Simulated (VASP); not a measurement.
# WS2 in VASP: a series of runs

WS2 is run at these levels: PBE+D3(BJ); tasks: single point.

Everything below comes from runs of VASP 6.6.1. Logs are shortened: lines on timing, memory, paths and dates and some standing lists are left out, and cuts for length are marked.

**1. The cell of the first run**

The cell holds a slab with vacuum, 6 atoms: a = 3.160 Å, b = 3.160 Å, c = 23.804 Å, α = 90.00°, β = 90.00°, γ = 120.00°.

**2. Single point, PBE+D3(BJ) (layers slid over each other)**

File INCAR:

```
ALGO     = Normal         # electronic algorithm
DIPOL    = 0.5 0.5 0.402
EDIFF    = 1E-6           # SCF threshold, eV
ENCUT    = 520            # plane-wave cutoff, eV
GGA      = PE             # functional
IDIPOL   = 3            
ISIF     = 2              # what is computed and relaxed
ISMEAR   = 0              # smearing method
IVDW     = 12             # dispersion correction
LASPH    = True           # aspherical terms in the spheres
LCHARG   = False          # write CHGCAR
LDIPOL   = True         
LREAL    = False          # projectors in reciprocal space
LWAVE    = False          # write WAVECAR
NBANDS   = 35             # bands
NELM     = 80             # most SCF steps
PREC     = Accurate       # precision mode
SIGMA    = 0.05           # smearing width, eV
```

File KPOINTS:

```
k-points
0
Gamma
  9 9 1
```

File POSCAR:

```
WS2
1.0
    3.1595456682      0.0000000000      0.0000000000
   -1.5797728341      2.7362468131      0.0000000000
    0.0000000000      0.0000000000     23.8042574330
S W
4 2
Direct
    0.3333333333      0.6666666667      0.1890418137
    0.3333333333      0.6666666667      0.3214605092
    0.3333333333      1.0000000000      0.4827761903
    0.3333333333      1.0000000000      0.6151948858
    0.6666666667      0.3333333333      0.2552511584
    0.6666666667      0.6666666667      0.5489855349
```

Potentials or basis: VASP PAW PBE potentials, release 64 (S, W_sv).

On the command line:

```console
> cat potpaw_PBE.64/S/POTCAR potpaw_PBE.64/W_sv/POTCAR > POTCAR
> mpirun -np 1 vasp_std > vasp.out
```

OUTCAR:

```text
EDIFF = 1E-6
   ENCUT = 520
   GGA = PE
   ISIF = 2
   ISMEAR = 0
   IVDW = 12
   LASPH = True
   LREAL = False
   NELM = 80
   PREC = Accurate
 IVDW          = 12

 ion  position               nearest neighbor table
   1  0.333  0.667  0.189-   5 2.41   5 2.41   5 2.41
   2  0.333  0.667  0.321-   5 2.41   5 2.41   5 2.41
   3  0.333  0.000  0.483-   6 2.41   6 2.41   6 2.41
   4  0.333  0.000  0.615-   6 2.41   6 2.41   6 2.41
   5  0.667  0.333  0.255-   1 2.41   1 2.41   1 2.41   2 2.41   2 2.41   2 2.41
   6  0.667  0.667  0.549-   3 2.41   3 2.41   3 2.41   4 2.41   4 2.41   4 2.41

  LATTYP: Found a hexagonal cell.
 ALAT       =     3.1595456682
 C/A-ratio  =     7.5340760770

  Lattice vectors:

 A1 = (   3.1595456682,   0.0000000000,   0.0000000000)
 A2 = (  -1.5797728341,   2.7362468131,   0.0000000000)
 A3 = (   0.0000000000,   0.0000000000,  23.8042574330)

Analysis of symmetry for initial positions (statically):
=====================================================================
 Subroutine PRICEL returns:
 Original cell was already a primitive cell.

 Routine SETGRP: Setting up the symmetry group for a
 hexagonal supercell.

 Subroutine GETGRP returns: Found  2 space group operations
 (whereof  1 operations were pure point group operations)
 out of a pool of 24 trial point group operations.

The static configuration has the point symmetry C_1 .
 The point group associated with its full space group is C_2 .

Analysis of symmetry for dynamics (positions and initial velocities):
=====================================================================
 Subroutine PRICEL returns:
 Original cell was already a primitive cell.

 Routine SETGRP: Setting up the symmetry group for a
 hexagonal supercell.

 Subroutine GETGRP returns: Found  2 space group operations
 (whereof  1 operations were pure point group operations)
 out of a pool of 24 trial point group operations.

The dynamic configuration has the point symmetry C_1 .
 The point group associated with its full space group is C_2 .

 Subroutine INISYM returns: Found  2 space group operations
 (whereof  1 operations are pure point group operations),
 and found     1 'primitive' translations

----------------------------------------------------------------------------------------

                                     Primitive cell

  volume of cell :     205.7949

  direct lattice vectors                    reciprocal lattice vectors
     3.159545668  0.000000000  0.000000000     0.316501201  0.182732054  0.000000000
    -1.579772834  2.736246813  0.000000000     0.000000000  0.365464108  0.000000000
     0.000000000  0.000000000 23.804257433     0.000000000  0.000000000  0.042009292

  length of vectors
     3.159545668  3.159545668 23.804257433     0.365464108  0.365464108  0.042009292

  position of ions in fractional coordinates (direct lattice)
     0.333333333  0.666666667  0.189041814
     0.333333333  0.666666667  0.321460509
     0.333333333  0.000000000  0.482776190
     0.333333333  0.000000000  0.615194886
     0.666666667  0.333333333  0.255251158
     0.666666667  0.666666667  0.548985535

  ion indices of the primitive-cell ions
   primitive index   ion index
                 1           1
                 2           2
                 3           3
                 4           4
                 5           5
                 6           6

----------------------------------------------------------------------------------------

 KPOINTS: k-points

Automatic generation of k-mesh.
 Grid dimensions read from file:
 generate k-points for:    9    9    1

 Generating k-lattice:

  Cartesian coordinates                     Fractional coordinates (reciprocal lattice)
     0.035166800  0.020303562  0.000000000     0.111111111 -0.000000000  0.000000000
     0.000000000  0.040607123  0.000000000     0.000000000  0.111111111  0.000000000
     0.000000000  0.000000000  0.042009292     0.000000000  0.000000000  1.000000000

  Length of vectors
     0.040607123  0.040607123  0.042009292

  Shift w.r.t. Gamma in fractional coordinates (k-lattice)
     0.000000000  0.000000000  0.000000000

 Subroutine IBZKPT returns following result:
 ===========================================

 Found     25 irreducible k-points:

 Following reciprocal coordinates:
            Coordinates               Weight
  0.000000  0.000000  0.000000      1.000000
  0.111111  0.000000  0.000000      2.000000
  0.000000  0.111111  0.000000      4.000000
  0.222222 -0.000000  0.000000      2.000000
  0.000000  0.222222  0.000000      4.000000
  0.333333  0.000000  0.000000      2.000000
[... 16 lines left out ...]
 -0.222222 -0.444444  0.000000      4.000000
  0.444444  0.333333  0.000000      4.000000
   k-points           NKPTS =     25   k-points in BZ     NKDIM =     25   number of bands    NBANDS=     35
   number of dos      NEDOS =    301   number of ions     NIONS =      6
   total plane-waves  NPLWV = 103680
   dimension x,y,z NGX =    24 NGY =   24 NGZ =  180
   dimension x,y,z NGXF=    48 NGYF=   48 NGZF=  360
   ions per type =               4   2
   NGX,Y,Z   is equivalent  to a cutoff of  12.63, 12.63, 12.57 a.u.
   NGXF,Y,Z  is equivalent  to a cutoff of  25.26, 25.26, 25.14 a.u.
 SYSTEM =  unknown system
   PREC   = accura    normal or accurate (medium, high low for compatibility)
   ISTART =      0    job   : 0-new  1-cont  2-samecut
   ICHARG =      2    charge: 1-file 2-atom 10-const
   ISPIN  =      1    spin polarized calculation?
   LNONCOLLINEAR =      F non collinear calculations
   LSORBIT =      F    spin-orbit coupling
   LASPH  =      T    aspherical Exc in radial PAW
   ENCUT  =  520.0 eV  38.22 Ry    6.18 a.u.   5.87  5.87 44.26*2*pi/ulx,y,z
   NELM   =     80;   NELMIN=  2; NELMDL= -5     # of ELM steps
   EDIFF  = 0.1E-05   stopping-criterion for ELM
   LREAL  =      F    real-space projection
   EDIFFG = 0.1E-04   stopping-criterion for IOM
   NSW    =      0    number of steps for IOM
   IBRION =     -1    ionic relax: 0-MD 1-quasi-New 2-CG
   NFREE  =      0    steps in history (QN), initial steepest desc. (CG)
   ISIF   =      2    stress and relaxation
   ISYM   =      2    0-nonsym 1-usesym 2-fastsym
   POTIM  = 0.5000    time-step for ionic-motion
   TEBEG  =    0.0;   TEEND  =   0.0 temperature during run
   PSTRESS=    0.0 pullay stress
   NELECT =      52.0000    total number of electrons
   NUPDOWN=      -1.0000    fix difference up-down
   EMIN   =  10.00;   EMAX   =-10.00  energy-range for DOS
   EFERMI =   0.00;   METHOD = LEGACY
   ISMEAR =     0;   SIGMA  =   0.05  broadening in eV -4-tet -1-fermi 0-gaus
   EFERMI_NEDOS =   21; number of points for ismear=-14 and -15
   IALGO  =     38    algorithm
   IMIX   =      4    mixing-type and parameters
     AMIX     =   0.40;   BMIX     =  1.00
     AMIX_MAG =   1.60;   BMIX_MAG =  1.00
  volume/ion in A,a.u.               =      34.30       231.46
  Fermi-wavevector in a.u.,A,eV,Ry     =   1.034978  1.955825 14.574280  1.071179
  Thomas-Fermi vector in A             =   2.169299
   LORBIT       =      0    0 simple, 1 ext, 2 COOP (PROOUT), +10 PAW based schemes
   GGA     = PE    functional components
   LHFCALC =     F    Hartree Fock is set to
   AEXX    =    0.0000 exact exchange contribution
   IVDW    =    12    specifies the selected vdW correction
   LEPSILON=     F    determine dielectric tensor
   LRPA    =     F    only Hartree local field effects (RPA)
 non-spin polarized calculation
 Gauss-broadening in eV      SIGMA  =   0.05
  energy-cutoff  :      520.00
  volume of cell :      205.79
 maximum number of plane-waves:      5566
   NGX = 11   NGY = 11   NGZ = 89

 dipolmoment           0.000000      0.000000      0.000084 electrons x Angstroem

 number of electron      51.9999994 magnetization

 dipolmoment           0.000000      0.000000     -0.000005 electrons x Angstroem

 Free energy of the ion-electron system (eV)
  ---------------------------------------------------
  ext. energy  EPLUGINS =         0.00000000
  ---------------------------------------------------
  free energy    TOTEN  =       -47.33156563 eV

  energy without entropy =      -47.33156563  energy(sigma->0) =      -47.33156563

 E-fermi :   1.0901     XC(G=0):  -6.2084

 val. band max:        0.8730768626   @ k =   0.0000   0.0000   0.0000
 cond. band min:       2.7360266896   @ k =   0.3333   0.3333   0.0000
 fundamental gap:      1.8629498269
 Fermi energy:         1.0900925042

 k-point     1 :       0.0000    0.0000    0.0000
  band No.  band energies     occupation
      1     -73.1944      2.00000
      2     -73.1944      2.00000
      3     -37.4461      2.00000
      4     -37.4461      2.00000
      5     -37.2719      2.00000
      6     -37.2718      2.00000
[... 27 lines left out ...]
     34       3.8852      0.00000
     35       5.8464      0.00000

 k-point     2 :       0.1111    0.0000    0.0000
  band No.  band energies     occupation
      1     -73.1922      2.00000
      2     -73.1922      2.00000
      3     -37.4385      2.00000
      4     -37.4384      2.00000
      5     -37.3146      2.00000
      6     -37.3145      2.00000
[... 27 lines left out ...]
     34       4.1163      0.00000
     35       6.2122      0.00000

 k-point     3 :       0.0000    0.1111    0.0000
  band No.  band energies     occupation
      1     -73.1922      2.00000
      2     -73.1922      2.00000
      3     -37.4385      2.00000
      4     -37.4384      2.00000
      5     -37.3146      2.00000
      6     -37.3145      2.00000
[... 27 lines left out ...]
     34       4.1143      0.00000
     35       6.2125      0.00000

 k-point     4 :       0.2222   -0.0000    0.0000
  band No.  band energies     occupation
      1     -73.1867      2.00000
      2     -73.1867      2.00000
      3     -37.4215      2.00000
      4     -37.4214      2.00000
      5     -37.4189      2.00000
      6     -37.4189      2.00000
[... 27 lines left out ...]
     34       4.8120      0.00000
     35       6.9179      0.00000

 k-point     5 :       0.0000    0.2222    0.0000
  band No.  band energies     occupation
      1     -73.1867      2.00000
      2     -73.1867      2.00000
      3     -37.4215      2.00000
      4     -37.4215      2.00000
      5     -37.4189      2.00000
      6     -37.4189      2.00000
[... 638 lines left out ...]
 k-point    22 :       0.3333    0.2222    0.0000
  band No.  band energies     occupation
      1     -73.1747      2.00000
      2     -73.1746      2.00000
      3     -37.5748      2.00000
      4     -37.5748      2.00000
      5     -37.4402      2.00000
      6     -37.4401      2.00000
[... 27 lines left out ...]
     34       6.1225      0.00000
     35       6.9056      0.00000

 k-point    23 :      -0.2222   -0.4444    0.0000
  band No.  band energies     occupation
      1     -73.1747      2.00000
      2     -73.1746      2.00000
      3     -37.5748      2.00000
      4     -37.5748      2.00000
      5     -37.4402      2.00000
      6     -37.4401      2.00000
[... 27 lines left out ...]
     34       6.0821      0.00000
     35       7.0116      0.00000

 k-point    24 :       0.4444    0.3333    0.0000
  band No.  band energies     occupation
      1     -73.1747      2.00000
      2     -73.1746      2.00000
      3     -37.5749      2.00000
      4     -37.5748      2.00000
      5     -37.4402      2.00000
      6     -37.4401      2.00000
[... 27 lines left out ...]
     34       6.0853      0.00000
     35       7.0107      0.00000

 [... further k-points ...]

------------------------ aborting loop because EDIFF is reached ----------------------------------------

 vacuum level on the upper side and lower side of the slab       (xc-potential included)        -0.135        -0.137

 Edisp (eV)   -2.05337

 E8    (eV) :    -0.8929

  FORCE on cell =-STRESS in cart. coord.  units (eV):
  Direction    XX          YY          ZZ          XY          YZ          ZX
  --------------------------------------------------------------------------------------
  -------------------------------------------------------------------------------------
  Total      -0.19957    -0.19015    -0.62875    -0.00816     0.03765    -0.02174
  in kB      -1.55375    -1.48040    -4.89501    -0.06352     0.29311    -0.16923
  external pressure =       -2.64 kB  Pullay stress =        0.00 kB

 VOLUME and BASIS-vectors are now :
 -----------------------------------------------------------------------------
  energy-cutoff  :      520.00
  volume of cell :      205.79
      direct lattice vectors                 reciprocal lattice vectors
     3.159545668  0.000000000  0.000000000     0.316501201  0.182732054  0.000000000
    -1.579772834  2.736246813  0.000000000     0.000000000  0.365464108  0.000000000
     0.000000000  0.000000000 23.804257433     0.000000000  0.000000000  0.042009292

 POSITION                                       TOTAL-FORCE (eV/Angst)
 -----------------------------------------------------------------------------------
     -0.00000      1.82416      4.50000         0.000200      0.000227      0.003276
     -0.00000      1.82416      7.65213         0.003548     -0.007159      0.064440
      1.05318      0.00000     11.49213        -0.004426      0.006652     -0.064440
      1.05318      0.00000     14.64426         0.000296      0.000059     -0.003276
      1.57977      0.91208      6.07606         0.001148     -0.001547      0.038064
      1.05318      1.82416     13.06819        -0.000766      0.001768     -0.038064
 -----------------------------------------------------------------------------------
    total drift:                               -0.000011     -0.000007     -0.000494

  FREE ENERGIE OF THE ION-ELECTRON SYSTEM (eV)
  ---------------------------------------------------
  free  energy   TOTEN  =       -49.3849388423 eV

  energy  without entropy=      -49.3849388423  energy(sigma->0) =      -49.38493884

 vacuum level on the upper side and lower side of the slab         6.378         6.378
```

It took 1.9 min on 1 thread of Intel Xeon 6975P-C (Granite Rapids), shared host; peak memory 0.37 GiB.

Results:

| Property | Result |
| --- | --- |
| Free energy | -49.3849 eV |
| Largest force | 0.065 eV/Å |
| Band gap on the k mesh | 1.86 eV (least direct gap 1.92 eV) |
| Dispersion energy per atom | -0.342 eV |

Forces in eV/Å, atoms in the order of the input:
```
S    0.000  0.000  0.003
S    0.004 -0.007  0.064
S   -0.004  0.007 -0.064
S    0.000  0.000 -0.003
W    0.001 -0.002  0.038
W   -0.001  0.002 -0.038
```

Levels at points of the mesh, in eV from the valence-band top:
```
           k point  band 22  band 23  band 24  band 25  band 26  band 27  band 28  band 29  band 30  band 31
(0.00, 0.00, 0.00)    -1.63    -1.63    -1.63    -0.34     0.00     2.87     2.87     2.88     2.88     3.00
```

Caveat: the cell differs from its parent crystal (layers slid over each other); spin-orbit coupling is left out, which moves the levels of the heavy elements.

**3. Single point, PBE+D3(BJ) (layers slid over each other)**

File INCAR:

```
PREC     = Accurate       # precision mode
ENCUT    = 520            # plane-wave cutoff, eV
EDIFF    = 1E-7           # SCF threshold, eV
ISMEAR   = 0              # smearing method
SIGMA    = 0.05           # smearing width, eV
LREAL    = F              # projectors in reciprocal space
LASPH    = T              # aspherical terms in the spheres
NELM     = 60             # most SCF steps
ALGO     = Normal         # electronic algorithm
ISIF     = 2              # what is computed and relaxed
LWAVE    = F              # write WAVECAR
LCHARG   = T              # write CHGCAR
LDIPOL   = T            
IDIPOL   = 3            
DIPOL    = 0.5 0.5 0.402
GGA      = PE             # functional
IVDW     = 12             # dispersion correction
LELF     = T              # ELF
LVHAR    = T            
LVACPOTAV= T            
NBANDS   = 35             # bands
```

File KPOINTS:

```
Automatic mesh
0
Gamma
  9 9 1
```

File POSCAR:

```
WS2
1.0
    3.1595456682      0.0000000000      0.0000000000
   -1.5797728341      2.7362468131      0.0000000000
    0.0000000000      0.0000000000     23.8042574330
S W
4 2
Direct
    0.3333333333      0.6666666667      0.1890418137
    0.3333333333      0.6666666667      0.3214605092
    0.3333333333      0.8333333333      0.4827761903
    0.3333333333      0.8333333333      0.6151948858
    0.6666666667      0.3333333333      0.2552511584
    0.6666666667      0.5000000000      0.5489855349
```

Potentials or basis: VASP PAW PBE potentials, release 64 (S, W_sv).

On the command line:

```console
> cat potpaw_PBE.64/S/POTCAR potpaw_PBE.64/W_sv/POTCAR > POTCAR
> mpirun -np 1 vasp_std > vasp.out
```

Wall time 3 min (1 thread of Intel Xeon 6975P-C (Granite Rapids), shared host); peak memory 0.38 GiB.

The run converged. Its results:

- Free energy: -49.3792 eV
- Largest force: 0.049 eV/Å
- Band gap on the k mesh: 1.86 eV (least direct gap 1.91 eV)
- Dispersion energy per atom: -0.342 eV

Forces on the atoms (eV/Å):
```
S    0.000  0.000  0.003
S    0.004 -0.007  0.048
S   -0.004  0.007 -0.048
S    0.000  0.000 -0.003
W    0.001 -0.002  0.035
W   -0.001  0.002 -0.035
```

Levels at points of the mesh, in eV from the valence-band top:
```csv
k point,band 23,band 24,band 25,band 26,band 27,band 28,band 29,band 30
"(0.00, 0.00, 0.00)",-1.63,-1.63,-0.35,0.00,2.86,2.86,2.87,2.87
```

Caveat: the cell differs from its parent crystal (layers slid over each other); spin-orbit coupling is left out, which moves the levels of the heavy elements.
